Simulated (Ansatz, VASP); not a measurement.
One calculation of Ge, two programs

```
Ge
1.0
     1.39715   -2.60052    0.00000
     1.39715    2.60052    0.00000
     0.00000    0.00000    2.69823
Ge
1
Direct
  0.50000 0.50000 0.00000
```

Alike in both runs: task single point; functional PBE; k mesh 20 × 20 × 18; occupations gaussian, width 0.15 eV; no spin polarisation.

```csv
,VASP,Ansatz
version,VASP 6.6.1,Ansatz 0.2.0
potentials or method,"VASP PAW PBE potentials, release 64 (Ge_d), cutoff 520 eV","scalar-relativistic, plane waves, PAW"
valence electrons in the cell,14,14
```

```csv
,VASP,Ansatz,Ansatz less VASP
gap on the k mesh at the Fermi level (eV),none,none,-
pressure (GPa),-0.6,-0.6,-0.02
"traceless stress, the component that is largest in VASP (GPa)",-0.94,-0.93,+0.009
```

A gap of «none» marks a metal or a gap that the smearing closes.
